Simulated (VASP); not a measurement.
# Mg9O8 (a cell with a defect) in VASP: further runs

Mg9O8 (a cell with a defect) is run at these levels: LDA; tasks: single point.

Program: VASP 6.6.1. These are calculated values, not measurements. Logs are shortened: lines on timing, memory, paths and dates and some standing lists are left out, and cuts for length are marked.

**1. The cell of the first run**

The cell holds a defect, 17 atoms: a = 6.155 Å, b = 6.155 Å, c = 6.155 Å, α = 60.00°, β = 60.00°, γ = 60.00°.

**2. Single point, LDA**

The input, INCAR:

```
SYSTEM = Mg9O8
PREC = Accurate ; ENCUT = 520
EDIFF = 1E-6 ; ISMEAR = -1
SIGMA = 0.02 ; LREAL = Auto
LASPH = .TRUE. ; NELM = 100
ALGO = Normal ; ISIF = 2
LWAVE = .FALSE. ; LCHARG = .TRUE.
LELF = .TRUE. ; LVHAR = .TRUE.
NBANDS = 47
```

The input, KPOINTS:

```
regular mesh
0
G
  3 3 3
  0 0 0
```

The input, POSCAR:

```
Mg9O8
1.0
    0.0000000000      4.3520000000      4.3520000000
    4.3520000000      0.0000000000      4.3520000000
    4.3520000000      4.3520000000      0.0000000000
Mg O
9 8
Direct
   -0.0122249540     -0.0170650276      0.0227136949
    0.0720636489      0.0711206342      0.2846583180
   -0.0110728401      0.5033097426      0.0186171875
   -0.0050117188      0.4897081801      0.5212341452
    0.5061700368     -0.0175443474      0.0222063419
    0.4927342601     -0.0079541590      0.5212864200
    0.4945057445      0.4910581342      0.0194430147
    0.4937404642      0.4894164752      0.5212744715
   -0.0671294807      0.9320196461      0.7020240119
    0.2634099265      0.2606431526      0.2443368566
    0.2350413603      0.2325726103      0.7969519761
    0.2634057904      0.7308113511      0.2420204504
    0.2474113051      0.7247961857      0.7991753217
    0.7314384191      0.2602295496      0.2442270221
    0.7270572151      0.2434430147      0.8015565257
    0.7448995864      0.7404554228      0.2690480239
    0.7286076517      0.7245008042      0.7989805836
```

Potentials or basis: VASP PAW LDA potentials, release 64 (Mg, O).

The run is started by

```
> cat potpaw_LDA.64/Mg/POTCAR potpaw_LDA.64/O/POTCAR > POTCAR
> mpirun -np 1 vasp_std > vasp.out
```

OUTCAR:

```text
SYSTEM = Mg9O8
   PREC = Accurate
   ENCUT = 520
   EDIFF = 1E-6
   ISMEAR = -1
   LREAL = Auto
   LASPH = .TRUE.
   NELM = 100
   ISIF = 2

 ion  position               nearest neighbor table
   1  0.988  0.983  0.023-  13 2.10  15 2.10  16 2.11  12 2.16  11 2.17  14 2.18   2 2.27   9 2.35
                             3 2.96   5 2.97   4 3.05   6 3.06   7 3.07   7 3.08   6 3.10   4 3.10
   2  0.072  0.071  0.285-  10 1.90  14 1.90  12 1.90   9 2.10   3 2.27   5 2.27   1 2.27  11 2.45
                             8 3.29   4 3.29   6 3.30   6 3.30   4 3.31   8 3.31
   3  0.989  0.503  0.019-  17 2.10  13 2.10  16 2.12  11 2.15  10 2.18  14 2.18   2 2.27   9 2.34
                             5 2.96   1 2.96   4 3.07   8 3.07   7 3.08   7 3.08   8 3.08   4 3.09
   4  0.995  0.490  0.521-  16 2.19  10 2.21  12 2.22  17 2.24  15 2.24  11 2.25   1 3.05   6 3.06
                             8 3.07   3 3.07   7 3.07   7 3.08   3 3.09   8 3.09   6 3.09   1 3.10
   5  0.506  0.982  0.022-  17 2.10  15 2.10  16 2.11  12 2.16  11 2.16  10 2.18   2 2.27   9 2.34
                             3 2.96   1 2.97   8 3.05   6 3.06   7 3.07   7 3.09   6 3.10   8 3.10
   6  0.493  0.992  0.521-  16 2.19  10 2.21  14 2.21  13 2.24  17 2.24  11 2.25   1 3.06   5 3.06
                             4 3.06   8 3.06   7 3.07   7 3.08   8 3.09   4 3.09   5 3.10   1 3.10
   7  0.495  0.491  0.019-  10 2.01  14 2.01  12 2.01  15 2.03  13 2.04  17 2.04   5 3.07   4 3.07
                             8 3.07   1 3.07   6 3.07   3 3.08   3 3.08   6 3.08   8 3.08   4 3.08
   8  0.494  0.489  0.521-  16 2.19  14 2.21  12 2.22  13 2.24  15 2.24  11 2.25   5 3.05   6 3.06
                             4 3.07   3 3.07   7 3.07   7 3.08   3 3.08   4 3.09   6 3.09   5 3.10
   9  0.933  0.932  0.702-  15 1.90  13 1.91  17 1.91   2 2.10   5 2.34   3 2.34   1 2.35   8 3.20
                             4 3.20   6 3.21   6 3.21   4 3.22   8 3.22
  10  0.263  0.261  0.244-   2 1.90   7 2.01   3 2.18   5 2.18   4 2.21   6 2.21
  11  0.235  0.233  0.797-   3 2.15   5 2.16   1 2.17   8 2.25   4 2.25   6 2.25   2 2.45
  12  0.263  0.731  0.242-   2 1.90   7 2.01   5 2.16   1 2.16   4 2.22   8 2.22
  13  0.247  0.725  0.799-   9 1.91   7 2.04   3 2.10   1 2.10   6 2.24   8 2.24
  14  0.731  0.260  0.244-   2 1.90   7 2.01   1 2.18   3 2.18   8 2.21   6 2.21
  15  0.727  0.243  0.802-   9 1.90   7 2.03   1 2.10   5 2.10   8 2.24   4 2.24
  16  0.745  0.740  0.269-   1 2.11   5 2.11   3 2.12   8 2.19   4 2.19   6 2.19
  17  0.729  0.725  0.799-   9 1.91   7 2.04   3 2.10   5 2.10   4 2.24   6 2.24

  LATTYP: Found a face centered cubic cell.
 ALAT       =     8.7040000000

  Lattice vectors:

 A1 = (   0.0000000000,   4.3520000000,   4.3520000000)
 A2 = (   4.3520000000,   0.0000000000,   4.3520000000)
 A3 = (   4.3520000000,   4.3520000000,   0.0000000000)

Analysis of symmetry for initial positions (statically):
=====================================================================
 Subroutine PRICEL returns:
 Original cell was already a primitive cell.

 Routine SETGRP: Setting up the symmetry group for a
 face centered cubic supercell.

 Subroutine GETGRP returns: Found  1 space group operations
 (whereof  1 operations were pure point group operations)
 out of a pool of 48 trial point group operations.

The static configuration has the point symmetry C_1 .

Analysis of symmetry for dynamics (positions and initial velocities):
=====================================================================
 Subroutine PRICEL returns:
 Original cell was already a primitive cell.

 Routine SETGRP: Setting up the symmetry group for a
 face centered cubic supercell.

 Subroutine GETGRP returns: Found  1 space group operations
 (whereof  1 operations were pure point group operations)
 out of a pool of 48 trial point group operations.

The dynamic configuration has the point symmetry C_1 .

 Subroutine INISYM returns: Found  1 space group operations
 (whereof  1 operations are pure point group operations),
 and found     1 'primitive' translations

----------------------------------------------------------------------------------------

                                     Primitive cell

  volume of cell :     164.8529

  direct lattice vectors                    reciprocal lattice vectors
     0.000000000  4.352000000  4.352000000    -0.114889706  0.114889706  0.114889706
     4.352000000  0.000000000  4.352000000     0.114889706 -0.114889706  0.114889706
     4.352000000  4.352000000  0.000000000     0.114889706  0.114889706 -0.114889706

  length of vectors
     6.154657423  6.154657423  6.154657423     0.198994808  0.198994808  0.198994808

  position of ions in fractional coordinates (direct lattice)
     0.987775046  0.982934972  0.022713695
[... 54 lines left out ...]

  Shift w.r.t. Gamma in fractional coordinates (k-lattice)
     0.000000000  0.000000000  0.000000000

 Subroutine IBZKPT returns following result:
 ===========================================

 Found     14 irreducible k-points:

 Following reciprocal coordinates:
            Coordinates               Weight
  0.000000  0.000000  0.000000      1.000000
  0.333333  0.000000  0.000000      2.000000
  0.000000  0.333333  0.000000      2.000000
  0.000000  0.000000  0.333333      2.000000
  0.333333  0.333333  0.333333      2.000000
  0.333333  0.333333  0.000000      2.000000
  0.000000  0.333333  0.333333      2.000000
  0.333333  0.000000  0.333333      2.000000
 -0.333333  0.333333  0.000000      2.000000
  0.000000 -0.333333  0.333333      2.000000
  0.333333  0.000000 -0.333333      2.000000
  0.333333  0.333333 -0.333333      2.000000
 -0.333333  0.333333 -0.333333      2.000000
  0.333333 -0.333333 -0.333333      2.000000
   k-points           NKPTS =     14   k-points in BZ     NKDIM =     14   number of bands    NBANDS=     47
   number of dos      NEDOS =    301   number of ions     NIONS =     17
   total plane-waves  NPLWV = 110592
   dimension x,y,z NGX =    48 NGY =   48 NGZ =   48
   dimension x,y,z NGXF=    96 NGYF=   96 NGZF=   96
   ions per type =               9   8
   NGX,Y,Z   is equivalent  to a cutoff of  12.97, 12.97, 12.97 a.u.
   NGXF,Y,Z  is equivalent  to a cutoff of  25.93, 25.93, 25.93 a.u.
 SYSTEM =  Mg9O8
   PREC   = accura    normal or accurate (medium, high low for compatibility)
   ISTART =      0    job   : 0-new  1-cont  2-samecut
   ICHARG =      2    charge: 1-file 2-atom 10-const
   ISPIN  =      1    spin polarized calculation?
   LNONCOLLINEAR =      F non collinear calculations
   LSORBIT =      F    spin-orbit coupling
   LASPH  =      T    aspherical Exc in radial PAW
   ENCUT  =  520.0 eV  38.22 Ry    6.18 a.u.  11.44 11.44 11.44*2*pi/ulx,y,z
   NELM   =    100;   NELMIN=  2; NELMDL= -5     # of ELM steps
   EDIFF  = 0.1E-05   stopping-criterion for ELM
   LREAL  =      T    real-space projection
   EDIFFG = 0.1E-04   stopping-criterion for IOM
   NSW    =      0    number of steps for IOM
   IBRION =     -1    ionic relax: 0-MD 1-quasi-New 2-CG
   NFREE  =      0    steps in history (QN), initial steepest desc. (CG)
   ISIF   =      2    stress and relaxation
   ISYM   =      2    0-nonsym 1-usesym 2-fastsym
   POTIM  = 0.5000    time-step for ionic-motion
   TEBEG  =    0.0;   TEEND  =   0.0 temperature during run
   PSTRESS=    0.0 pullay stress
   NELECT =      66.0000    total number of electrons
   NUPDOWN=      -1.0000    fix difference up-down
   EMIN   =  10.00;   EMAX   =-10.00  energy-range for DOS
   EFERMI =   0.00;   METHOD = LEGACY
   ISMEAR =    -1;   SIGMA  =   0.02  broadening in eV -4-tet -1-fermi 0-gaus
   EFERMI_NEDOS =   21; number of points for ismear=-14 and -15
   IALGO  =     38    algorithm
   IMIX   =      4    mixing-type and parameters
     AMIX     =   0.40;   BMIX     =  1.00
     AMIX_MAG =   1.60;   BMIX_MAG =  1.00
  volume/ion in A,a.u.               =       9.70        65.44
  Fermi-wavevector in a.u.,A,eV,Ry     =   1.206583  2.280112 19.807945  1.455843
  Thomas-Fermi vector in A             =   2.342246
   LORBIT       =      0    0 simple, 1 ext, 2 COOP (PROOUT), +10 PAW based schemes
   GGA     = CA    functional components
   LHFCALC =     F    Hartree Fock is set to
   AEXX    =    0.0000 exact exchange contribution
   IVDW    =     0    specifies the selected vdW correction
   LEPSILON=     F    determine dielectric tensor
   LRPA    =     F    only Hartree local field effects (RPA)
 non-spin polarized calculation
  energy-cutoff  :      520.00
  volume of cell :      164.85
 maximum number of plane-waves:      4477
 NGX is ok and might be reduce to    48
   NGX = 23   NGY = 23   NGZ = 23

 number of electron      66.0000005 magnetization

 Free energy of the ion-electron system (eV)
  ---------------------------------------------------
  ext. energy  EPLUGINS =         0.00000000
  ---------------------------------------------------
  free energy    TOTEN  =       -98.01822847 eV

  energy without entropy =      -98.01822668  energy(sigma->0) =      -98.01822757

 E-fermi :   8.2715     XC(G=0): -11.4303

 val. band max:        8.0367708718   @ k =   0.3333   0.3333  -0.3333
 cond. band min:       8.5030142498   @ k =   0.0000   0.3333   0.0000
 fundamental gap:      0.4662433780
 Fermi energy:         8.2715209451

 k-point     1 :       0.0000    0.0000    0.0000
  band No.  band energies     occupation
      1     -14.0690      2.00000
      2     -12.9466      2.00000
      3     -12.9045      2.00000
      4     -12.9023      2.00000
      5     -12.8452      2.00000
      6     -12.6464      2.00000
[... 661 lines left out ...]
     44      13.2103      0.00000
     45      13.3963      0.00000
 [bands above 45 left out]

------------------------ aborting loop because EDIFF is reached ----------------------------------------

  FORCE on cell =-STRESS in cart. coord.  units (eV):
  Direction    XX          YY          ZZ          XY          YZ          ZX
  --------------------------------------------------------------------------------------
  -------------------------------------------------------------------------------------
  Total       10.7143385     10.7196968     10.7285073      5.4992178     -5.5416339     -5.5067793
  in kB      104.1308200    104.1828970    104.2685248     53.4459561    -53.8581903    -53.5194446
  external PRESSURE =     104.1940806 kB  Pullay stress =       0.0000000 kB

 VOLUME and BASIS-vectors are now :
 -----------------------------------------------------------------------------
  energy-cutoff  :      520.00
  volume of cell :      164.85
      direct lattice vectors                 reciprocal lattice vectors
     0.000000000  4.352000000  4.352000000    -0.114889706  0.114889706  0.114889706
     4.352000000  0.000000000  4.352000000     0.114889706 -0.114889706  0.114889706
     4.352000000  4.352000000  0.000000000     0.114889706  0.114889706 -0.114889706

 POSITION                                       TOTAL-FORCE (eV/Angst)
 -----------------------------------------------------------------------------------
      4.37658      4.39765      8.57653        -0.004027     -0.024863      0.008525
      1.54835      1.55245      0.62314        -0.007342      0.006396     -0.010419
      2.27143      4.38483      6.49421         0.019287      0.005601     -0.005679
      4.39962      6.59860      6.46140         0.000383      0.014004     -0.005763
      4.37229      2.29949      6.47850         0.002413     -0.006474      0.027581
      6.58602      4.41302      6.46176         0.014210      0.003370      0.000758
[... 9 lines left out ...]
      4.39336      4.41270      6.46427         0.021262      0.011350     -0.008806
      6.63019      6.64806      6.32393        -0.007289     -0.012196     -0.040810
 -----------------------------------------------------------------------------------
    total drift:                                0.004222      0.003485     -0.002662

  FREE ENERGIE OF THE ION-ELECTRON SYSTEM (eV)
  ---------------------------------------------------
  free  energy   TOTEN  =       -98.0182284741 eV

  energy  without entropy=      -98.0182266750  energy(sigma->0) =      -98.01822757
```

Wall time 3.6 min (1 thread of AMD EPYC 7R13 (Zen 3), shared host); peak memory 0.26 GiB.

What came out:

```yaml
Free_energy: -98.0182 eV
Pressure: 10.4 GPa
Largest_force: 0.103 eV/Å
Band_gap_on_the_k_mesh: 0.47 eV
```

Forces in eV/Å, atoms in the order of the input:
```
Mg  -0.004 -0.025  0.009
Mg  -0.007  0.006 -0.010
Mg   0.019  0.006 -0.006
Mg   0.000  0.014 -0.006
Mg   0.002 -0.006  0.028
Mg   0.014  0.003  0.001
Mg   0.009  0.000  0.002
Mg   0.001  0.005 -0.012
Mg  -0.084 -0.044  0.041
O    0.009  0.008  0.029
O    0.004  0.016 -0.018
O   -0.019  0.034 -0.035
O   -0.010  0.040  0.009
O    0.013 -0.031 -0.007
O    0.037 -0.025  0.026
O    0.021  0.011 -0.009
O   -0.007 -0.012 -0.041
```

Stress tensor (GPa, compression positive):
```
10.41  5.34 -5.35
 5.34 10.42 -5.39
-5.35 -5.39 10.43
```

Levels at points of the mesh, in eV from the valence-band top:
```
           k point  band 31  band 32  band 33  band 34  band 35  band 36
(0.00, 0.00, 0.00)    -5.56    -5.32    -2.15     0.75     1.06     1.19
```

(Continued in part 2 of 2.)
